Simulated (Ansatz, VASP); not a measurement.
One calculation of Al4BSbP2, two programs

```xyz
8
Lattice="5.3000 0.0000 0.0000 0.0000 5.3000 0.0000 0.0000 0.0000 5.3000" Properties=species:S:1:pos:R:3 pbc="T T T"
Al    1.1925    4.1075    4.0545
Al    4.1075    1.1925    4.0545
Al    4.1075    4.1075    1.2455
Al    1.1925    1.1925    1.2455
B     0.0000    0.0000    0.0000
Sb    2.6500    2.6500    0.0000
P     0.0000    2.6500    2.6500
P     2.6500    0.0000    2.6500
```

Alike in both runs: task relaxation of cell and atoms; functional PBE; k mesh 3 × 3 × 3; occupations gaussian, width 0.2 eV; no spin polarisation.

```csv
,VASP,Ansatz
version,VASP 6.6.1,Ansatz 0.2.0
potentials or method,"VASP PAW PBE potentials, release 64 (Al, B, Sb, P), cutoff 600 eV","scalar-relativistic, plane waves, PAW"
valence electrons in the cell,30,40
```

```csv
,VASP,Ansatz,Ansatz less VASP
"gap on the k mesh at the Fermi level, each at its own relaxed structure (eV)",none,none,-
relaxed volume (Å³/atom),20.97,21.07,+0.091
relaxed length of the cell vector where the two differ most in proportion (Å),5.755,5.767,+0.0126
```

A gap of «none» marks a metal or a gap that the smearing closes. VASP's potentials hold 30 valence electrons a cell and Ansatz's 40, so a difference there can come from the potentials and not from the codes.

The k mesh is coarse, so the values compare programs but aren't converged. Spin-orbit coupling is off throughout.
